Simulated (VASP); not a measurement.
# Ge (Imma) in VASP: settings compared

The runs below take Ge through single point, with PBE, PBEsol, r2SCAN.

All numbers are computed with VASP 6.6.1; they aren't measurements. Logs are shortened: lines on timing, memory, paths and dates and some standing lists are left out, and cuts for length are marked.

## 1. The cell of the first run

It takes space group Imma (No. 74, orthorhombic). Conventional cell: a = 4.992 Å, b = 5.302 Å, c = 2.874 Å, α = 90.00°, β = 90.00°, γ = 90.00°. Within 3.5 Å of Ge (site symmetry mm2) lie 8 Ge at 2.68 to 3.08 Å.

## 2. Single point, PBE

INCAR reads:

```
PREC = Accurate
ENCUT = 500
EDIFF = 1E-6
ISMEAR = 0
SIGMA = 0.019000000000000003
LREAL = F
LASPH = T
NELM = 120
ALGO = Normal
ISIF = 2
LWAVE = F
LCHARG = F
GGA = PE
NBANDS = 21
GGA_COMPAT = F
```

KPOINTS reads:

```
regular mesh
0
Gamma
  11 11 11
```

POSCAR reads:

```
Ge
1.0
   -2.4958980000      2.6508630000      1.4369470000
    2.4958980000     -2.6508630000      1.4369470000
    2.4958980000      2.6508630000     -1.4369470000
Ge
2
Direct
    0.3140570000      0.0640570000      0.2500000000
    0.6859430000      0.9359430000      0.7500000000
```

Potentials or basis: VASP PAW PBE potentials, release 64 (Ge_d).

The run is started by

```sh
cat potpaw_PBE.64/Ge_d/POTCAR > POTCAR
mpirun -np 1 vasp_std > vasp.out
```

OUTCAR:

```text
PREC = Accurate
   ENCUT = 500
   EDIFF = 1E-6
   ISMEAR = 0
   LREAL = F
   LASPH = T
   NELM = 120
   ISIF = 2
   GGA = PE

 ion  position               nearest neighbor table
   1  0.314  0.064  0.250-   2 2.68   2 2.68   2 2.72   2 2.72
   2  0.686  0.936  0.750-   1 2.68   1 2.68   1 2.72   1 2.72

  LATTYP: Found a body centered orthorhombic cell.
 ALAT       =     2.8738940000
 B/A-ratio  =     1.7369450648
 C/A-ratio  =     1.8447882907

  Lattice vectors:

 A1 = (   2.4958980000,  -2.6508630000,   1.4369470000)
 A2 = (  -2.4958980000,  -2.6508630000,  -1.4369470000)
 A3 = (   2.4958980000,   2.6508630000,  -1.4369470000)

Analysis of symmetry for initial positions (statically):
=====================================================================
 Subroutine PRICEL returns:
 Original cell was already a primitive cell.

 Routine SETGRP: Setting up the symmetry group for a
 body centered orthorhombic supercell.

 Subroutine GETGRP returns: Found  8 space group operations
 (whereof  4 operations were pure point group operations)
 out of a pool of  8 trial point group operations.

The static configuration has the point symmetry C_2h.
 The point group associated with its full space group is D_2h.

Analysis of symmetry for dynamics (positions and initial velocities):
=====================================================================
 Subroutine PRICEL returns:
 Original cell was already a primitive cell.

 Routine SETGRP: Setting up the symmetry group for a
 body centered orthorhombic supercell.

 Subroutine GETGRP returns: Found  8 space group operations
 (whereof  4 operations were pure point group operations)
 out of a pool of  8 trial point group operations.

The dynamic configuration has the point symmetry C_2h.
 The point group associated with its full space group is D_2h.

 Subroutine INISYM returns: Found  8 space group operations
 (whereof  4 operations are pure point group operations),
 and found     1 'primitive' translations

----------------------------------------------------------------------------------------

                                     Primitive cell

  volume of cell :      38.0290
[... 81 lines left out ...]
   ISTART =      0    job   : 0-new  1-cont  2-samecut
   ICHARG =      2    charge: 1-file 2-atom 10-const
   ISPIN  =      1    spin polarized calculation?
   LNONCOLLINEAR =      F non collinear calculations
   LSORBIT =      F    spin-orbit coupling
   LASPH  =      T    aspherical Exc in radial PAW
   ENCUT  =  500.0 eV  36.75 Ry    6.06 a.u.   7.14  7.14  7.14*2*pi/ulx,y,z
   NELM   =    120;   NELMIN=  2; NELMDL= -5     # of ELM steps
   EDIFF  = 0.1E-05   stopping-criterion for ELM
   LREAL  =      F    real-space projection
   EDIFFG = 0.1E-04   stopping-criterion for IOM
   NSW    =      0    number of steps for IOM
   IBRION =     -1    ionic relax: 0-MD 1-quasi-New 2-CG
   NFREE  =      0    steps in history (QN), initial steepest desc. (CG)
   ISIF   =      2    stress and relaxation
   ISYM   =      2    0-nonsym 1-usesym 2-fastsym
   POTIM  = 0.5000    time-step for ionic-motion
   TEBEG  =    0.0;   TEEND  =   0.0 temperature during run
   PSTRESS=    0.0 pullay stress
   NELECT =      28.0000    total number of electrons
   NUPDOWN=      -1.0000    fix difference up-down
   EMIN   =  10.00;   EMAX   =-10.00  energy-range for DOS
   EFERMI =   0.00;   METHOD = LEGACY
   ISMEAR =     0;   SIGMA  =   0.02  broadening in eV -4-tet -1-fermi 0-gaus
   EFERMI_NEDOS =   21; number of points for ismear=-14 and -15
   IALGO  =     38    algorithm
   IMIX   =      4    mixing-type and parameters
     AMIX     =   0.40;   BMIX     =  1.00
     AMIX_MAG =   1.60;   BMIX_MAG =  1.00
  volume/ion in A,a.u.               =      19.01       128.32
  Fermi-wavevector in a.u.,A,eV,Ry     =   1.478277  2.793539 29.732860  2.185304
  Thomas-Fermi vector in A             =   2.592578
   LORBIT       =      0    0 simple, 1 ext, 2 COOP (PROOUT), +10 PAW based schemes
   GGA     = PE    functional components
   LHFCALC =     F    Hartree Fock is set to
   AEXX    =    0.0000 exact exchange contribution
   IVDW    =     0    specifies the selected vdW correction
   LEPSILON=     F    determine dielectric tensor
   LRPA    =     F    only Hartree local field effects (RPA)
 non-spin polarized calculation
 Gauss-broadening in eV      SIGMA  =   0.02
  energy-cutoff  :      500.00
  volume of cell :       38.03
 maximum number of plane-waves:       981
 NGX is ok and might be reduce to    30
   NGX = 15   NGY = 15   NGZ = 15

 number of electron      28.0000014 magnetization

 Free energy of the ion-electron system (eV)
  ---------------------------------------------------
  ext. energy  EPLUGINS =         0.00000000
  ---------------------------------------------------
  free energy    TOTEN  =        -8.55749412 eV

  energy without entropy =       -8.55723706  energy(sigma->0) =       -8.55736559

 E-fermi :   6.5553     XC(G=0): -11.1900

 val. band max:        6.5550828839   @ k =   0.4545   0.1818  -0.0000
 cond. band min:       6.5573506744   @ k =   0.4545   0.4545  -0.0000
 fundamental gap:      0.0022677905
 Fermi energy:         6.5553006603

 k-point     1 :       0.0000    0.0000    0.0000
  band No.  band energies     occupation
      1     -18.2237      2.00000
      2     -18.1479      2.00000
      3     -18.1455      2.00000
      4     -18.1416      2.00000
      5     -18.1092      2.00000
      6     -18.0729      2.00000
[... 565 lines left out ...]
     20      17.3665      0.00000
     21      17.5509      0.00000

 [... further k-points ...]

------------------------ aborting loop because EDIFF is reached ----------------------------------------

  FORCE on cell =-STRESS in cart. coord.  units (eV):
  Direction    XX          YY          ZZ          XY          YZ          ZX
  --------------------------------------------------------------------------------------
  -------------------------------------------------------------------------------------
  Total        0.5490756     -0.1059544      0.2001975      0.0000000     -0.0000000      0.0000000
  in kB       23.1327823     -4.4639026      8.4344024      0.0000000     -0.0000000      0.0000000
  external PRESSURE =       9.0344274 kB  Pullay stress =       0.0000000 kB

 VOLUME and BASIS-vectors are now :
 -----------------------------------------------------------------------------
  energy-cutoff  :      500.00
  volume of cell :       38.03
      direct lattice vectors                 reciprocal lattice vectors
    -2.495898000  2.650863000  1.436947000     0.000000000  0.188617820  0.347959946
     2.495898000 -2.650863000  1.436947000     0.200328699  0.000000000  0.347959946
     2.495898000  2.650863000 -1.436947000     0.200328699  0.188617820  0.000000000

 POSITION                                       TOTAL-FORCE (eV/Angst)
 -----------------------------------------------------------------------------------
      0.00000      1.32543      0.18409         0.000000     -0.000000      0.062254
      2.49590      1.32543      1.25285        -0.000000      0.000000     -0.062254
 -----------------------------------------------------------------------------------
    total drift:                               -0.000000     -0.000000      0.000000

  FREE ENERGIE OF THE ION-ELECTRON SYSTEM (eV)
  ---------------------------------------------------
  free  energy   TOTEN  =        -8.5574941203 eV

  energy  without entropy=       -8.5572370615  energy(sigma->0) =       -8.55736559
```

stdout:

```text
POSCAR found type information on POSCAR Ge
 POSCAR found :  1 types and       2 ions
 scaLAPACK will be used
 LDA part: xc-table for (Slater+PW92), standard interpolation
 POSCAR, INCAR and KPOINTS ok, starting setup
 FFT: planning ... GRIDC
 FFT: planning ... GRID_SOFT
 FFT: planning ... GRID
 WAVECAR not read
 entering main loop
```

Run time: 2.1 min. Hardware: 1 thread of Intel Xeon 8259CL, shared host; peak memory 0.26 GiB.

Results:

| Property | Result |
| --- | --- |
| Free energy | -8.5575 eV |
| Pressure | 0.9 GPa |
| Largest force | 0.062 eV/Å |
| Band gap on the k mesh | zero (bands 14 and 15 overlap by 5.21 eV) |

Forces on the atoms (eV/Å):
```
Ge   0.000  0.000  0.062
Ge   0.000  0.000 -0.062
```

Stress tensor (GPa, compression positive):
```
 2.31  0.00  0.00
 0.00 -0.45  0.00
 0.00  0.00  0.84
```

## 3. Single point, PBEsol

This run uses another cell than the first one, of 20.16 Å³/atom.

INCAR reads:

```
SYSTEM = Ge
ALGO = Normal
EDIFF = 1E-7
ENCUT = 520
GGA = PS
ISIF = 2
ISMEAR = -1
LASPH = .TRUE.
LCHARG = .FALSE.
LREAL = .FALSE.
LWAVE = .FALSE.
NBANDS = 21
NELM = 60
PREC = Accurate
SIGMA = 0.05
```

KPOINTS reads:

```
k-points
0
G
  11 11 11
  0 0 0
```

POSCAR reads:

```
Ge
1.0
   -2.5448496043      2.7028539053      1.4651295863
    2.5448496043     -2.7028539053      1.4651295863
    2.5448496043      2.7028539053     -1.4651295863
Ge
2
Direct
    0.3140570000      0.0640570000      0.2500000000
    0.6859430000      0.9359430000      0.7500000000
```

Potentials or basis: VASP PAW PBE potentials, release 64 (Ge_d).

The run is started by

```sh
cat potpaw_PBE.64/Ge_d/POTCAR > POTCAR
mpirun -np 1 vasp_std > vasp.out
```

It took 2.2 min on 1 thread of Intel Xeon Platinum 8488C (Sapphire Rapids), shared host; peak memory 0.27 GiB.

It converged, with:

* Free energy: -9.4541 eV
* Pressure: -5.9 GPa
* Largest force: 0.061 eV/Å
* Band gap on the k mesh: zero (bands 14 and 15 overlap by 4.78 eV)

Forces on the atoms (eV/Å):
```
Ge   0.000  0.000  0.061
Ge   0.000  0.000 -0.061
```

Stress tensor (GPa, compression positive):
```
-5.02  0.00  0.00
 0.00 -6.57  0.00
 0.00  0.00 -6.25
```

Levels at points of the mesh, in eV from the Fermi level:
| k point | band 10 | band 11 | band 12 | band 13 | band 14 | band 15 | band 16 | band 17 | band 18 | band 19 |
| --- | --- | --- | --- | --- | --- | --- | --- | --- | --- | --- |
| (0.00, 0.00, 0.00) | -24.36 | -12.63 | -4.03 | -2.18 | -1.76 | 3.54 | 6.61 | 6.77 | 7.44 | 7.77 |

Caveat: the cell stands under tension; the PAW data sets were made with another functional, which shifts forces and pressure a little.

## 4. Single point, r2SCAN

This run uses another cell than the first one, of 17.87 Å³/atom.

POSCAR reads:

```
Ge
1.0
   -2.4449470096      2.5967485709      1.4076133202
    2.4449470096     -2.5967485709      1.4076133202
    2.4449470096      2.5967485709     -1.4076133202
Ge
2
Direct
    0.3140570000      0.0640570000      0.2500000000
    0.6859430000      0.9359430000      0.7500000000
```

INCAR.step1 reads:

```
PREC = Accurate
ENCUT = 520
ISMEAR = -1
SIGMA = 0.05
LREAL = False
LASPH = True
NELM = 60
NBANDS = 21
GGA = PE
ALGO = Normal
EDIFF = 1E-4
LWAVE = True
LCHARG = False
```

INCAR.step2 reads:

```
PREC = Accurate
ENCUT = 520
EDIFF = 1E-6
ISMEAR = -1
SIGMA = 0.05
LREAL = False
LASPH = True
NELM = 60
ALGO = Normal
ISIF = 2
LWAVE = False
LCHARG = False
METAGGA = R2SCAN
LMIXTAU = True
NBANDS = 21
ISTART = 1
```

KPOINTS reads:

```
Automatic mesh
0
Gamma
  11 11 11
```

The run is started by

```sh
cat potpaw_PBE.64/Ge_d/POTCAR > POTCAR
cp INCAR.step1 INCAR
mpirun -np 1 vasp_std > vasp.out
cp INCAR.step2 INCAR
mpirun -np 1 vasp_std > vasp.out
```

Wall time 6.9 min (1 thread of Intel Xeon Platinum 8488C (Sapphire Rapids), shared host); peak memory 0.26 GiB.

The run converged. Its results:

| Item | Value |
| --- | --- |
| Free energy | -26.9901 eV |
| Pressure | 3.6 GPa |
| Largest force | 0.079 eV/Å |
| Band gap on the k mesh | zero (bands 14 and 15 overlap by 6.01 eV) |

Forces in eV/Å, atoms in the order of the input:
```
Ge   0.000  0.000  0.079
Ge   0.000  0.000 -0.079
```

Stress tensor (GPa, compression positive):
```
4.76 0.00 0.00
0.00 2.55 0.00
0.00 0.00 3.49
```

Levels at points of the mesh, in eV from the Fermi level:
```
           k point  band 12  band 13  band 14  band 15  band 16  band 17
(0.00, 0.00, 0.00)    -3.64    -2.81    -2.27     3.77     7.63     8.00
```

Caveat: the cell stands under pressure; the PAW data sets were made with another functional, which shifts forces and pressure a little.

## 5. Summary

```csv
level,cell,cutoff (eV),smearing,gap on the mesh (eV),pressure (GPa),largest force (eV/Å)
PBE,"a = 3.914 Å, angles 100.8, 94.7, 136.9°, 2 atoms",500,gaussian 0.019 eV,none,0.9,0.06
PBEsol,"a = 3.991 Å, angles 100.8, 94.7, 136.9°, 2 atoms",520,fermi-dirac 0.05 eV,none,-5.9,0.06
r2SCAN,"a = 3.834 Å, angles 100.8, 94.7, 136.9°, 2 atoms",520,fermi-dirac 0.05 eV,none,3.6,0.08
```

Alike in all rows: task single point; potentials or basis VASP PAW PBE potentials, release 64 (Ge_d); no spin polarisation; k mesh 11 × 11 × 11.

Caveats: the PAW data sets were made with another functional, which shifts forces and pressure a little (at least some runs); the cell stands under tension (at least some runs); the cell stands under pressure (at least some runs).

Total energies depend on the potentials used, so only differences within one code and one set of settings carry meaning.

The gap in the log of VASP goes by the Fermi energy; the results here count the filled bands.